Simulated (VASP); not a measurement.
# ZnSe (I-4m2) in VASP: a series of runs

Runs on ZnSe. Level: LDA. Tasks: single point.

Everything below comes from runs of VASP 6.6.1. Logs are shortened: lines on timing, memory, paths and dates and some standing lists are left out, and cuts for length are marked.

## Step 1: The cell of the first run

Symmetry: I-4m2, No. 119, tetragonal system. Conventional cell: a = 4.121 Å, b = 4.121 Å, c = 5.361 Å, α = 90.00°, β = 90.00°, γ = 90.00°. Zn (site symmetry -4m2) has 4 Se at 2.46 Å within 3.2 Å. Within 3.2 Å of Se (site symmetry -4m2) lie 4 Zn at 2.46 Å.

## Step 2: Single point, LDA

Contents of INCAR:

```
  PREC = Accurate
  ENCUT = 520
  EDIFF = 1E-6
  ISMEAR = 0
  SIGMA = 0.05
  LREAL = F
  LASPH = T
  NELM = 100
  ALGO = Normal
  ISIF = 2
  LWAVE = F
  LCHARG = F
  GGA = CA
  NBANDS = 16
```

Contents of KPOINTS:

```
regular mesh
0
Gamma
  10 10 10
```

Contents of POSCAR:

```
ZnSe
1.0
    0.0000000000      2.9136670334      2.6805736707
    2.9136670334      0.0000000000      2.6805736707
    2.9136670334      2.9136670334      0.0000000000
Zn Se
1 1
Direct
    0.0000000000      0.0000000000      0.0000000000
    0.7500000000      0.7500000000      0.7500000000
```

Potentials or basis: VASP PAW LDA potentials, release 64 (Zn, Se).

The run is started by

```
$ cat potpaw_LDA.64/Zn/POTCAR potpaw_LDA.64/Se/POTCAR > POTCAR
$ mpirun -np 1 vasp_std > vasp.out
```

OUTCAR:

```text
PREC = Accurate
   ENCUT = 520
   EDIFF = 1E-6
   ISMEAR = 0
   LREAL = F
   LASPH = T
   NELM = 100
   ISIF = 2
   GGA = CA

 ion  position               nearest neighbor table
   1  0.000  0.000  0.000-   2 2.46   2 2.46   2 2.46   2 2.46
   2  0.750  0.750  0.750-   1 2.46   1 2.46   1 2.46   1 2.46

  LATTYP: Found a body centered tetragonal cell.
 ALAT       =     4.1205474349
 C/A-ratio  =     1.3010764774

  Lattice vectors:

 A1 = (   0.0000000000,  -2.9136670334,  -2.6805736707)
 A2 = (   0.0000000000,   2.9136670334,  -2.6805736707)
 A3 = (   2.9136670334,   0.0000000000,   2.6805736707)

Analysis of symmetry for initial positions (statically):
=====================================================================
 Subroutine PRICEL returns:
 Original cell was already a primitive cell.

 Routine SETGRP: Setting up the symmetry group for a
 body centered tetragonal supercell.

 Subroutine GETGRP returns: Found  8 space group operations
 (whereof  8 operations were pure point group operations)
 out of a pool of 16 trial point group operations.

The static configuration has the point symmetry D_2d.

Analysis of symmetry for dynamics (positions and initial velocities):
=====================================================================
 Subroutine PRICEL returns:
 Original cell was already a primitive cell.

 Routine SETGRP: Setting up the symmetry group for a
 body centered tetragonal supercell.

 Subroutine GETGRP returns: Found  8 space group operations
 (whereof  8 operations were pure point group operations)
 out of a pool of 16 trial point group operations.

The dynamic configuration has the point symmetry D_2d.

 Subroutine INISYM returns: Found  8 space group operations
 (whereof  8 operations are pure point group operations),
 and found     1 'primitive' translations

----------------------------------------------------------------------------------------

                                     Primitive cell

  volume of cell :      45.5132

  direct lattice vectors                    reciprocal lattice vectors
     0.000000000  2.913667033  2.680573671    -0.171605058  0.171605058  0.186527237
     2.913667033  0.000000000  2.680573671     0.171605058 -0.171605058  0.186527237
     2.913667033  2.913667033  0.000000000     0.171605058  0.171605058 -0.186527237

  length of vectors
[... 81 lines left out ...]
   NELM   =    100;   NELMIN=  2; NELMDL= -5     # of ELM steps
   EDIFF  = 0.1E-05   stopping-criterion for ELM
   LREAL  =      F    real-space projection
   EDIFFG = 0.1E-04   stopping-criterion for IOM
   NSW    =      0    number of steps for IOM
   IBRION =     -1    ionic relax: 0-MD 1-quasi-New 2-CG
   NFREE  =      0    steps in history (QN), initial steepest desc. (CG)
   ISIF   =      2    stress and relaxation
   ISYM   =      2    0-nonsym 1-usesym 2-fastsym
   POTIM  = 0.5000    time-step for ionic-motion
   TEBEG  =    0.0;   TEEND  =   0.0 temperature during run
   PSTRESS=    0.0 pullay stress
   NELECT =      18.0000    total number of electrons
   NUPDOWN=      -1.0000    fix difference up-down
   EMIN   =  10.00;   EMAX   =-10.00  energy-range for DOS
   EFERMI =   0.00;   METHOD = LEGACY
   ISMEAR =     0;   SIGMA  =   0.05  broadening in eV -4-tet -1-fermi 0-gaus
   EFERMI_NEDOS =   21; number of points for ismear=-14 and -15
   IALGO  =     38    algorithm
   IMIX   =      4    mixing-type and parameters
     AMIX     =   0.40;   BMIX     =  1.00
     AMIX_MAG =   1.60;   BMIX_MAG =  1.00
  volume/ion in A,a.u.               =      22.76       153.57
  Fermi-wavevector in a.u.,A,eV,Ry     =   1.201673  2.270834 19.647073  1.444019
  Thomas-Fermi vector in A             =   2.337476
   LORBIT       =      0    0 simple, 1 ext, 2 COOP (PROOUT), +10 PAW based schemes
   GGA     = CA    functional components
   LHFCALC =     F    Hartree Fock is set to
   AEXX    =    0.0000 exact exchange contribution
   IVDW    =     0    specifies the selected vdW correction
   LEPSILON=     F    determine dielectric tensor
   LRPA    =     F    only Hartree local field effects (RPA)
 non-spin polarized calculation
 Gauss-broadening in eV      SIGMA  =   0.05
  energy-cutoff  :      520.00
  volume of cell :       45.51
 maximum number of plane-waves:      1250
 NGX is ok and might be reduce to    30

 number of electron      18.0000000 magnetization

 Free energy of the ion-electron system (eV)
  ---------------------------------------------------
  ext. energy  EPLUGINS =         0.00000000
  ---------------------------------------------------
  free energy    TOTEN  =        -7.32762959 eV

  energy without entropy =       -7.32762959  energy(sigma->0) =       -7.32762959

 E-fermi :   1.9597     XC(G=0):  -9.7044

 val. band max:        1.6725916321   @ k =   0.0000   0.0000   0.0000
 cond. band min:       2.5465692927   @ k =   0.0000   0.0000   0.0000
 fundamental gap:      0.8739776606
 Fermi energy:         1.9596566524

 k-point     1 :       0.0000    0.0000    0.0000
  band No.  band energies     occupation
      1     -11.7711      2.00000
      2      -5.1734      2.00000
      3      -5.1734      2.00000
      4      -5.1418      2.00000
      5      -4.8198      2.00000
      6      -4.8041      2.00000
[... 433 lines left out ...]
      3      -5.0004      2.00000
      4      -4.9903      2.00000
      5      -4.7700      2.00000
      6      -4.7387      2.00000
[... 8 lines left out ...]
     15      14.5506      0.00000
     16      16.2387      0.00000

 [... further k-points ...]

------------------------ aborting loop because EDIFF is reached ----------------------------------------

  FORCE on cell =-STRESS in cart. coord.  units (eV):
  Direction    XX          YY          ZZ          XY          YZ          ZX
  --------------------------------------------------------------------------------------
  -------------------------------------------------------------------------------------
  Total       -1.1872492     -1.1872492     -0.3795678      0.0000000      0.0000000      0.0000000
  in kB      -41.7940925    -41.7940925    -13.3617213      0.0000000      0.0000000      0.0000000
  external PRESSURE =     -32.3166354 kB  Pullay stress =       0.0000000 kB

 VOLUME and BASIS-vectors are now :
 -----------------------------------------------------------------------------
  energy-cutoff  :      520.00
  volume of cell :       45.51
      direct lattice vectors                 reciprocal lattice vectors
     0.000000000  2.913667033  2.680573671    -0.171605058  0.171605058  0.186527237
     2.913667033  0.000000000  2.680573671     0.171605058 -0.171605058  0.186527237
     2.913667033  2.913667033  0.000000000     0.171605058  0.171605058 -0.186527237

 POSITION                                       TOTAL-FORCE (eV/Angst)
 -----------------------------------------------------------------------------------
      0.00000      0.00000      0.00000        -0.000000     -0.000000     -0.000000
      4.37050      4.37050      4.02086         0.000000      0.000000      0.000000
 -----------------------------------------------------------------------------------
    total drift:                               -0.000001     -0.000001     -0.000004

  FREE ENERGIE OF THE ION-ELECTRON SYSTEM (eV)
  ---------------------------------------------------
  free  energy   TOTEN  =        -7.3276295875 eV

  energy  without entropy=       -7.3276295875  energy(sigma->0) =       -7.32762959
```

OSZICAR:

```text
N       E                     dE             d eps       ncg     rms          rms(c)
DAV:   1     0.864586912547E+02    0.86459E+02   -0.88513E+03  3272   0.130E+03
DAV:   2    -0.216330310141E+01   -0.88622E+02   -0.83286E+02  3720   0.252E+02
DAV:   3    -0.759301082818E+01   -0.54297E+01   -0.54093E+01  4000   0.614E+01
DAV:   4    -0.763718853170E+01   -0.44178E-01   -0.44173E-01  4056   0.590E+00
DAV:   5    -0.763741338276E+01   -0.22485E-03   -0.22485E-03  4088   0.377E-01    0.475E+00
DAV:   6    -0.735762087926E+01    0.27979E+00   -0.55362E-01  4704   0.246E+01    0.363E+00
DAV:   7    -0.733255474782E+01    0.25066E-01   -0.14343E-01  4064   0.364E+00    0.152E+00
DAV:   8    -0.732815516708E+01    0.43996E-02   -0.31946E-03  4984   0.718E-01    0.402E-01
DAV:   9    -0.732761796127E+01    0.53721E-03   -0.90009E-04  3848   0.242E-01    0.582E-02
DAV:  10    -0.732763440443E+01   -0.16443E-04   -0.95383E-05  4072   0.985E-02    0.156E-02
DAV:  11    -0.732762950749E+01    0.48969E-05   -0.11308E-05  4840   0.543E-02    0.368E-03
DAV:  12    -0.732762958754E+01   -0.80055E-07   -0.18835E-06  3496   0.921E-03
   1 F= -.73276296E+01 E0= -.73276296E+01  d E =-.136443E-18
```

Wall time 1.9 min (1 thread of AMD EPYC 7R13, shared host); peak memory 0.18 GiB.

What came out:

```yaml
Free_energy: -7.3276 eV
Pressure: -3.2 GPa
Band_gap_on_the_k_mesh: 0.87 eV
```

Caveat: the cell stands under tension.

## Step 3: Single point, LDA

This run uses another cell than the first one, of the same volume but with other edges.

Contents of INCAR:

```
ALGO = Normal ; EDIFF = 1E-6
ENCUT = 520 ; ISIF = 2
ISMEAR = 0 ; LASPH = True
LCHARG = False ; LREAL = False
LWAVE = False ; NBANDS = 16
NELM = 100 ; PREC = Accurate
SIGMA = 0.05
```

Contents of KPOINTS:

```
k-points
0
Gamma
  10 10 10
```

Contents of POSCAR:

```
ZnSe
1.0
    0.0000000000      2.7451851078      3.0197036185
    2.7451851078      0.0000000000      3.0197036185
    2.7451851078      2.7451851078      0.0000000000
Zn Se
1 1
Direct
    0.0000000000      0.0000000000      0.0000000000
    0.7500000000      0.7500000000      0.7500000000
```

Potentials or basis: VASP PAW LDA potentials, release 64 (Zn, Se).

The run is started by

```
$ cat potpaw_LDA.64/Zn/POTCAR potpaw_LDA.64/Se/POTCAR > POTCAR
$ mpirun -np 1 vasp_std > vasp.out
```

Run time: 1.9 min. Hardware: 1 thread of AMD EPYC 7R13, shared host; peak memory 0.17 GiB.

The run converged. Its results:

| Quantity | Value |
| --- | --- |
| Free energy | -7.3135 eV |
| Pressure | -3.2 GPa |
| Band gap on the k mesh | 0.89 eV |

Stress tensor (GPa, compression positive):
```
-1.78  0.00  0.00
 0.00 -1.78  0.00
 0.00  0.00 -6.18
```

Levels at points of the mesh, in eV from the valence-band top:
```csv
k point,band 7,band 8,band 9,band 10,band 11,band 12
"(0.00, 0.00, 0.00)",-0.43,0.00,0.00,0.89,5.61,5.61
"(0.50, 0.00, 0.00)",-5.39,-1.30,-0.70,2.12,5.95,6.56
"(0.50, 0.50, 0.00)",-5.31,-1.96,-1.96,3.00,3.79,9.75
"(0.50, 0.00, 0.50)",-4.75,-2.55,-2.39,2.55,2.92,10.17
```

Caveat: the cell stands under tension.

## Step 4: Single point, LDA

This run uses another cell than the first one, of the same volume but with other edges.

INCAR is that of step 3.

KPOINTS is that of step 3.

Contents of POSCAR:

```
ZnSe
1.0
    0.0000000000      3.2713831349      2.1263990377
    3.2713831349      0.0000000000      2.1263990377
    3.2713831349      3.2713831349      0.0000000000
Zn Se
1 1
Direct
    0.0000000000      0.0000000000      0.0000000000
    0.7500000000      0.7500000000      0.7500000000
```

The run is started by

```
$ cat potpaw_LDA.64/Zn/POTCAR potpaw_LDA.64/Se/POTCAR > POTCAR
$ mpirun -np 1 vasp_std > vasp.out
```

Wall time 2 min (1 thread of AMD EPYC 7R13, shared host); peak memory 0.18 GiB.

Results (log left out):

```yaml
Free_energy: -6.8967 eV
Pressure: -6.6 GPa
Band_gap_on_the_k_mesh: 0.08 eV
```

Stress tensor (GPa, compression positive):
```
-9.85  0.00  0.00
 0.00 -9.85  0.00
 0.00  0.00  0.03
```

Levels at points of the mesh, in eV from the valence-band top:
```csv
k point,band 7,band 8,band 9,band 10,band 11,band 12
"(0.00, 0.00, 0.00)",-0.90,-0.90,0.00,0.08,6.23,6.59
"(0.50, 0.00, 0.00)",-5.21,-2.04,-0.85,0.92,4.59,6.76
"(0.50, 0.50, 0.00)",-3.71,-3.71,-3.22,0.42,2.42,10.31
"(0.50, 0.00, 0.50)",-5.69,-1.47,-1.06,3.26,4.78,7.67
```

Caveat: the stress differs along the axes, from -10 to 0 GPa; semilocal functionals underestimate gaps, and a narrow one can read as zero. A k mesh can miss the band edges.

## Step 5: Overview

| cell | gap on the mesh (eV) | pressure (GPa) |
| --- | --- | --- |
| a = 3.959, b = 3.959, c = 4.121 Å, angles 58.6, 58.6, 62.7°, 2 atoms | 0.87 | -3.2 |
| a = 4.081, b = 4.081, c = 3.882 Å, angles 61.6, 61.6, 56.8°, 2 atoms | 0.89 | -3.2 |
| a = 3.902, b = 3.902, c = 4.626 Å, angles 53.6, 53.6, 72.7°, 2 atoms | 0.08 | -6.6 |

Alike in all rows: task single point; level LDA; potentials or basis VASP PAW LDA potentials, release 64 (Zn, Se); no spin polarisation; k mesh 10 × 10 × 10; cutoff (eV) 520; smearing gaussian 0.05 eV.

Caveats: the cell stands under tension (at least some runs); the stress differs along the axes, from -10 to 0 GPa (at least some runs); semilocal functionals underestimate gaps, and a narrow one can read as zero (at least some runs).

Absolute energies hang on the potentials; compare differences alone.
